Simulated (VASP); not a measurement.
# PbS (Fm-3m) in VASP: a series of runs, part 2 of 2

VASP 6.6.1. The steps go on from the part before.

**4. Electric field gradients, LDA (volume scaled by 1.05)**

The input, INCAR:

```
  PREC = Accurate
  ENCUT = 520
  EDIFF = 1E-8
  ISMEAR = -1
  SIGMA = 0.01
  LREAL = F
  LASPH = T
  NELM = 60
  ALGO = Normal
  ISIF = 2
  LWAVE = F
  LCHARG = F
  GGA = CA
  LEFG = T
  NBANDS = 17
```

The input, KPOINTS:

```
Automatic mesh
0
Gamma
  8 8 8
```

The input, POSCAR:

```
PbS
1.0
    0.0000000000      3.0136151980      3.0136151980
    3.0136151980      0.0000000000      3.0136151980
    3.0136151980      3.0136151980      0.0000000000
Pb S
1 1
Direct
    0.0000000000      0.0000000000      0.0000000000
    0.5000000000      0.5000000000      0.5000000000
```

Potentials or basis: VASP PAW LDA potentials, release 64 (Pb_d, S).

Launch:

```sh
$ cat potpaw_LDA.64/Pb_d/POTCAR potpaw_LDA.64/S/POTCAR > POTCAR
$ mpirun -np 1 vasp_std > vasp.out
```

OUTCAR:

```text
PREC = Accurate
   ENCUT = 520
   EDIFF = 1E-8
   ISMEAR = -1
   LREAL = F
   LASPH = T
   NELM = 60
   ISIF = 2
   GGA = CA

 ion  position               nearest neighbor table
   1  0.000  0.000  0.000-   2 3.01   2 3.01   2 3.01   2 3.01   2 3.01   2 3.01
   2  0.500  0.500  0.500-   1 3.01   1 3.01   1 3.01   1 3.01   1 3.01   1 3.01

  LATTYP: Found a face centered cubic cell.
 ALAT       =     6.0272303960

  Lattice vectors:

 A1 = (   0.0000000000,   3.0136151980,   3.0136151980)
 A2 = (   3.0136151980,   0.0000000000,   3.0136151980)
 A3 = (   3.0136151980,   3.0136151980,   0.0000000000)

Analysis of symmetry for initial positions (statically):
=====================================================================
 Subroutine PRICEL returns:
 Original cell was already a primitive cell.

 Routine SETGRP: Setting up the symmetry group for a
 face centered cubic supercell.

 Subroutine GETGRP returns: Found 48 space group operations
 (whereof 48 operations were pure point group operations)
 out of a pool of 48 trial point group operations.

The static configuration has the point symmetry O_h .

Analysis of symmetry for dynamics (positions and initial velocities):
=====================================================================
 Subroutine PRICEL returns:
 Original cell was already a primitive cell.

 Routine SETGRP: Setting up the symmetry group for a
 face centered cubic supercell.

 Subroutine GETGRP returns: Found 48 space group operations
 (whereof 48 operations were pure point group operations)
 out of a pool of 48 trial point group operations.

The dynamic configuration has the point symmetry O_h .

[... 155 lines left out ...]
      2     -11.7255      2.00000
      3     -11.7255      2.00000
      4     -11.7151      2.00000
      5     -11.7151      2.00000
      6      -8.1747      2.00000
[... 457 lines left out ...]
      4     -11.7004      2.00000
      5     -11.6830      2.00000
      6      -6.8078      2.00000
[... 9 lines left out ...]
     16      15.8480      0.00000
     17      15.9581      0.00000

 [... further k-points ...]

------------------------ aborting loop because EDIFF is reached ----------------------------------------

  FORCE on cell =-STRESS in cart. coord.  units (eV):
  Direction    XX          YY          ZZ          XY          YZ          ZX
  --------------------------------------------------------------------------------------
  -------------------------------------------------------------------------------------
  Total       -1.6598325     -1.6598325     -1.6598325      0.0000000     -0.0000000      0.0000000
  in kB      -48.5826790    -48.5826790    -48.5826790      0.0000000     -0.0000000      0.0000000
  external PRESSURE =     -48.5826790 kB  Pullay stress =       0.0000000 kB

 VOLUME and BASIS-vectors are now :
 -----------------------------------------------------------------------------
  energy-cutoff  :      520.00
  volume of cell :       54.74
      direct lattice vectors                 reciprocal lattice vectors
     0.000000000  3.013615198  3.013615198    -0.165913684  0.165913684  0.165913684
     3.013615198  0.000000000  3.013615198     0.165913684 -0.165913684  0.165913684
     3.013615198  3.013615198  0.000000000     0.165913684  0.165913684 -0.165913684

 POSITION                                       TOTAL-FORCE (eV/Angst)
 -----------------------------------------------------------------------------------
      0.00000      0.00000      0.00000         0.000000      0.000000      0.000000
      3.01362      3.01362      3.01362        -0.000000     -0.000000     -0.000000
 -----------------------------------------------------------------------------------
    total drift:                                0.000000     -0.000000     -0.000000

  FREE ENERGIE OF THE ION-ELECTRON SYSTEM (eV)
  ---------------------------------------------------
  free  energy   TOTEN  =        -9.9231471041 eV

  energy  without entropy=       -9.9231471040  energy(sigma->0) =       -9.92314710

 Electric field gradients (V/A^2)
---------------------------------------------------------------------
 ion       V_xx      V_yy      V_zz      V_xy      V_xz      V_yz
---------------------------------------------------------------------
   1       0.000     0.000    -0.000    -0.001    -0.001    -0.001
   2       0.000    -0.000    -0.000    -0.000    -0.000    -0.000
---------------------------------------------------------------------

 Electric field gradients after diagonalization (V/A^2)
 (convention: |V_zz| > |V_xx| > |V_yy|)
----------------------------------------------------------------------
 ion       V_xx      V_yy      V_zz     asymmetry (V_yy - V_xx)/ V_zz
----------------------------------------------------------------------
   1       0.001     0.001    -0.002       0.000
   2       0.000     0.000    -0.001       0.000
----------------------------------------------------------------------

           NMR quadrupolar parameters

 Cq : quadrupolar parameter    Cq=e*Q*V_zz/h
 eta: asymmetry parameters     (V_yy - V_xx)/ V_zz
 Q  : nuclear electric quadrupole moment in mb (millibarn)
----------------------------------------------------------------------
 ion       Cq(MHz)       eta       Q (mb)
----------------------------------------------------------------------
   1      -0.000       0.000       1.000
   2      -0.000       0.000       1.000
----------------------------------------------------------------------
```

OSZICAR:

```text
N       E                     dE             d eps       ncg     rms          rms(c)
DAV:   1     0.157924499146E+03    0.15792E+03   -0.97149E+03   986   0.121E+03
DAV:   2     0.156003406090E+01   -0.15636E+03   -0.15041E+03  1068   0.311E+02
DAV:   3    -0.101081681994E+02   -0.11668E+02   -0.11599E+02  1285   0.910E+01
DAV:   4    -0.104051031977E+02   -0.29693E+00   -0.29664E+00  1265   0.160E+01
DAV:   5    -0.104165320483E+02   -0.11429E-01   -0.11428E-01  1416   0.299E+00    0.415E+00
DAV:   6    -0.993450134587E+01    0.48203E+00   -0.14859E+00  1519   0.780E+00    0.289E+00
DAV:   7    -0.992780460488E+01    0.66967E-02   -0.10667E-01  1148   0.161E+00    0.165E+00
DAV:   8    -0.992358144972E+01    0.42232E-02   -0.13617E-02  1271   0.107E+00    0.302E-01
DAV:   9    -0.992312571214E+01    0.45574E-03   -0.30222E-03  1366   0.389E-01    0.878E-02
DAV:  10    -0.992315286755E+01   -0.27155E-04   -0.18419E-04  1149   0.753E-02    0.741E-02
DAV:  11    -0.992314722054E+01    0.56470E-05   -0.19901E-05  1335   0.429E-02    0.598E-03
DAV:  12    -0.992314711157E+01    0.10897E-06   -0.97818E-07  1403   0.134E-02    0.200E-03
DAV:  13    -0.992314710374E+01    0.78351E-08   -0.10420E-07  1179   0.243E-03    0.746E-04
DAV:  14    -0.992314710406E+01   -0.32219E-09   -0.13562E-08  1030   0.113E-03
   1 F= -.99231471E+01 E0= -.99231471E+01  d E =-.640542E-10
```

stdout:

```text
POSCAR found type information on POSCAR PbS
 POSCAR found :  2 types and       2 ions
 scaLAPACK will be used
 LDA part: xc-table for (Slater(with rela. corr.)+CA(PZ))
 , standard interpolation
 POSCAR, INCAR and KPOINTS ok, starting setup
 FFT: planning ... GRIDC
 FFT: planning ... GRID_SOFT
 FFT: planning ... GRID
 WAVECAR not read
 entering main loop
ion   1

ion   2
```

Run time: 18 s. Hardware: 1 thread of Intel Xeon 8259CL, shared host; peak memory 0.16 GiB.

Results:

```yaml
Free_energy: -9.9231 eV
Pressure: -4.9 GPa
Band_gap_on_the_k_mesh: 0.37 eV, direct
```

Levels at points of the mesh, in eV from the valence-band top:
```tsv
k point	band 6	band 7	band 8	band 9	band 10	band 11	band 12	band 13	band 14	band 15
(0.00, 0.00, 0.00)	-13.10	-6.12	-1.89	-1.89	-1.89	4.97	4.97	4.97	6.80	6.80
(0.50, 0.00, 0.00)	-11.93	-8.62	-1.52	-1.52	0.00	0.37	1.97	1.97	8.46	10.20
(0.50, 0.50, 0.00)	-11.57	-7.17	-4.81	-3.11	-3.11	3.97	5.35	5.42	5.42	11.18
```

Caveat: without QUAD_EFG the Cq values of the log hold for a quadrupole moment of 1 mb, not for the nuclei; spin-orbit coupling is left out, which moves the levels of the heavy elements.

**5. Overview**

| cell | gap on the mesh (eV) | pressure (GPa) |
| --- | --- | --- |
| a = 4.248 Å, angles 60.0°, 2 atoms | 0.34 | -4.4 |
| a = 4.228 Å, angles 60.0°, 2 atoms | 0.29 | -3.8 |
| a = 4.262 Å, angles 60.0°, 2 atoms | 0.37 | -4.9 |

Alike in all rows: task electric field gradients; level LDA; potentials or basis VASP PAW LDA potentials, release 64 (Pb_d, S); no spin polarisation; k mesh 8 × 8 × 8; cutoff (eV) 520; smearing fermi-dirac 0.01 eV.

Caveats: spin-orbit coupling is left out, which moves the levels of the heavy elements.

Total energies depend on the potentials used, so only differences within one code and one set of settings carry meaning.
